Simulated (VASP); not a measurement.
**HfO2 (fluorite): one PBE with spin–orbit coupling single-point calculation in two programs**

```
Hf O
1.0
     0.00000    2.52918    2.52918
     2.52918    0.00000    2.52918
     2.52918    2.52918    0.00000
Hf O
1 2
Direct
  0.00000 0.00000 0.00000
  0.25000 0.25000 0.25000
  0.75000 0.75000 0.75000
```

Datasets and cutoffs are each program's own. VASP's cell holds 22 valence electrons and Ansatz's 38.

Cutoffs: 520 eV in VASP, 420 eV in Ansatz. k meshes: 8×8×8 and 8×8×8.

```csv
,VASP,Ansatz
gap between bands v and c,3.80 eV,3.81 eV
least direct gap,3.80 eV,3.81 eV
```

Band v is the last that the valence electrons fill when counted band by band, and c is the next. Levels in eV from the top of v, Ansatz:

| point | v−2 | v | c | c+2 |
| --- | --- | --- | --- | --- |
| Γ | -0.57 | -0.57 | 3.90 | 3.90 |
| X | -1.57 | 0.00 | 3.81 | 5.49 |
| W | -1.45 | -0.21 | 4.82 | 5.16 |
| K | -1.37 | -0.34 | 4.33 | 5.43 |
| L | -1.95 | -1.72 | 4.51 | 4.75 |

VASP:

```csv
point,v−2,v,c,c+2
Γ,-0.56,-0.56,3.87,3.87
X,-1.51,0.00,3.80,5.45
W,-1.40,-0.21,4.83,5.13
K,-1.30,-0.34,4.32,5.40
L,-1.92,-1.71,4.48,4.71
```

VASP's potentials hold 22 valence electrons a cell and Ansatz's 38, so a difference between the two programs can come from the potentials and not from the codes.
